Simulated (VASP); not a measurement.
A run of VASP 6.6.1 is set up as follows.

INCAR

```
SYSTEM = Cu
  PREC = Accurate
  ENCUT = 600
  EDIFF = 1E-6
  ISMEAR = -1
  SIGMA = 0.1
  LREAL = .FALSE.
  LASPH = .TRUE.
  NELM = 120
  ALGO = Normal
  ISIF = 2
  LWAVE = .FALSE.
  LCHARG = .TRUE.
  GGA = PS
  LELF = .TRUE.
  LVHAR = .TRUE.
  NBANDS = 12
  GGA_COMPAT = .FALSE.
```

KPOINTS

```
Automatic mesh
0
G
  21 21 21
  0 0 0
```

POSCAR

```
Cu
1.0
    0.0000000000      1.7816632217      1.7816632217
    1.7816632217      0.0000000000      1.7816632217
    1.7816632217      1.7816632217      0.0000000000
Cu
1
Direct
    0.0000000000      0.0000000000      0.0000000000
```

Potentials or basis: VASP PAW PBE potentials, release 64 (Cu).

Launch:

```bash
$ cat potpaw_PBE.64/Cu/POTCAR > POTCAR
$ mpirun -np 1 vasp_std > vasp.out
```

Q: Predict the band gap on the k mesh.

A: Zero (an odd number of electrons rules out a gap without spin polarisation).

Q: Estimate the pressure.

A: 0.8 GPa.

Caveat: the PAW data sets were made with another functional, which shifts forces and pressure a little.
